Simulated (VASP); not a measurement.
Wanted: the native input for a VASP 6.6.1 run.

```yaml
Task: single point
Functional: PBE
Potentials_or_basis: VASP PAW PBE potentials, release 64 (Cd, Te)
Cutoff: 520 eV
k_mesh: 6 × 6 × 6
Occupations: fermi-dirac, width 0.02 eV
Spin: no spin polarisation
Dipole_correction: no
Further_INCAR_settings: ALGO = Normal; EDIFF = 1e-06; NBANDS = 16
```

The structure of CdTe lies in POSCAR:

```
CdTe
1.0
    0.0000000000      3.2638833358      3.2638833358
    3.2638833358      0.0000000000      3.2638833358
    3.2638833358      3.2638833358      0.0000000000
Cd Te
1 1
Direct
    0.0000000000      0.0000000000      0.0000000000
    0.2500000000      0.2500000000      0.2500000000
```

This cell differs from its parent crystal: strain -0.5%.

These files were run (other wordings do the same):

INCAR

```
  PREC = Accurate
  ENCUT = 520
  EDIFF = 1E-6
  ISMEAR = -1
  SIGMA = 0.02
  LREAL = False
  LASPH = True
  NELM = 60
  ALGO = Normal
  ISIF = 2
  LWAVE = False
  LCHARG = False
  GGA = PE
  NBANDS = 16
```

KPOINTS

```
Automatic mesh
0
Gamma
  6 6 6
```

Potentials or basis: VASP PAW PBE potentials, release 64 (Cd, Te).

Run with:

```bash
$ cat potpaw_PBE.64/Cd/POTCAR potpaw_PBE.64/Te/POTCAR > POTCAR
$ mpirun -np 1 vasp_std > vasp.out
```

Results of the run:

```yaml
Pressure: 1.7 GPa
Band_gap_on_the_k_mesh: 0.70 eV, direct
```

Caveat: the cell differs from its parent crystal (strain -0.5%); spin-orbit coupling is left out, which moves the levels of the heavy elements.

Wall time 17 s on 1 thread of Intel(R) Xeon(R) 6975P-C (Granite Rapids), with other jobs on the host, peak memory 0.21 GiB.
